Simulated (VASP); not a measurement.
A run of VASP 6.6.1:

The input INCAR:

```
SYSTEM = Mg4S
PREC = Accurate
ENCUT = 520
EDIFF = 1E-7
ISMEAR = 0
SIGMA = 0.2
LREAL = .False.
LASPH = .True.
NELM = 100
ALGO = Normal
ISIF = 2
LWAVE = .False.
LCHARG = .True.
GGA = PE
LELF = .True.
LVHAR = .True.
NBANDS = 15
```

File KPOINTS:

```
Automatic mesh
0
Gamma
  5 5 5
  0 0 0
```

The input POSCAR:

```
Mg4S
1.0
   -1.8816308109      1.8816308109      8.1821278515
    1.8816308109     -1.8816308109      8.1821278515
    1.8816308109      1.8816308109     -8.1821278515
Mg S
4 1
Direct
    0.4130540506      0.4130540506      0.0000000000
    0.5869459494      0.5869459494      0.0000000000
    0.7500000000      0.2500000000      0.5000000000
    0.2500000000      0.7500000000      0.5000000000
    0.0000000000      0.0000000000      0.0000000000
```

Potentials or basis: VASP PAW PBE potentials, release 64 (Mg, S).

Command:

```bash
$ cat potpaw_PBE.64/Mg/POTCAR potpaw_PBE.64/S/POTCAR > POTCAR
$ mpirun -np 1 vasp_std > vasp.out
```

Hardware: 1 thread of Intel(R) Xeon(R) Platinum 8259CL CPU @ 2.50GHz (Skylake/Cascade Lake), with other jobs on the host.

**Question.** How long does it take, and how much memory?

**Answer.** It took 2.3 min on 1 thread of Intel(R) Xeon(R) Platinum 8259CL CPU @ 2.50GHz (Skylake/Cascade Lake), with other jobs on the host, peak memory 0.5 GiB. Counts: scf iterations 15, k points 18.
